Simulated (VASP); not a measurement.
Write the native input for VASP 6.6.1 that does the following.

```
Task                   : single point
Functional             : PBE
Potentials or basis    : VASP PAW PBE potentials, release 64 (Tm_3, Cd, C), 4f in core
Cutoff                 : 600 eV
k mesh                 : 6 × 6 × 4
Occupations            : gaussian, width 0.1 eV
Spin                   : no spin polarisation
Dipole correction      : no
Mended                 : yes
Further INCAR settings : ALGO = Normal; EDIFF = 1e-06; NBANDS = 27
```

The structure of Tm2CdC2 lies in POSCAR:

```
Tm2CdC2
1.0
    4.1839909800      0.0000000000      0.0000000000
   -2.0919954900      3.6234424800      0.0000000000
    0.0000000000      0.0000000000      7.2790159300
Tm Cd C
2 1 2
Direct
    0.6666666700      0.3333333300      0.2264030000
    0.6666666700      0.3333333300      0.7735970000
    0.0000000000      0.0000000000      0.5000000000
    0.0000000000      0.0000000000      0.0000000000
    0.3333333300      0.6666666700      0.5000000000
```

The cell was built from a structure type or drawn by symmetry, and may not be a known phase.

The input as run:

INCAR

```
ALGO = Normal
EDIFF = 1E-6
ENCUT = 600
GGA = PE
GGA_COMPAT = F
ISIF = 2
ISMEAR = 0
LASPH = T
LCHARG = T
LELF = T
LMAXMIX = 6
LREAL = F
LVHAR = T
LWAVE = F
NBANDS = 27
NELM = 200
PREC = Accurate
SIGMA = 0.1
```

KPOINTS

```
k-points
0
Gamma
  6 6 4
```

Potentials or basis: VASP PAW PBE potentials, release 64 (Tm_3, Cd, C), 4f in core.

Command:

```bash
$ cat potpaw_PBE.64/Tm_3/POTCAR potpaw_PBE.64/Cd/POTCAR potpaw_PBE.64/C/POTCAR > POTCAR
$ mpirun -np 1 vasp_std > vasp.out
```

Results of the run:

```yaml
Pressure: -16.3 GPa
Largest_force: 1.653 eV/Å
Band_gap_on_the_k_mesh: zero (bands 19 and 20 overlap by 0.53 eV)
```

Caveat: the cell stands under tension; spin-orbit coupling is left out, which moves the levels of the heavy elements; the 4f electrons are frozen in the core, so they carry no moment and show no levels; forces of over 1 eV/Å act on the atoms, so gaps and moduli don't describe the material at rest.

It took 95 s on 1 thread of Intel(R) Xeon(R) Platinum 8375C CPU @ 2.90GHz (Ice Lake) (shared host), peak memory 0.3 GiB.
